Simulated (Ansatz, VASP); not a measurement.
## One calculation of Mg, two programs

```xyz
1
Lattice="2.9706 0.0000 0.0000 0.0000 2.9706 0.0000 0.0000 0.0000 2.9706" Properties=species:S:1:pos:R:3 pbc="T T T"
Mg    0.0000    0.0000    0.0000
```

Alike in both runs: task single point; functional RPBE; k mesh 12 × 12 × 12; occupations fermi-dirac, width 0.1 eV; no spin polarisation.

|  | VASP | Ansatz |
| --- | --- | --- |
| version | VASP 6.6.1 | Ansatz 0.2.0 |
| potentials or method | VASP PAW PBE potentials, release 64 (Mg), cutoff 520 eV | plane waves (420 eV) with PAW, scalar-relativistic |
| valence electrons in the cell | 2 | 10 |

|  | VASP | Ansatz | Ansatz less VASP |
| --- | --- | --- | --- |
| pressure (GPa) | 2.1 | 2.2 | +0.12 |

VASP's potentials were made for PBE, not for RPBE. VASP's potentials hold 2 valence electrons a cell and Ansatz's 10, so a difference there can come from the potentials and not from the codes.
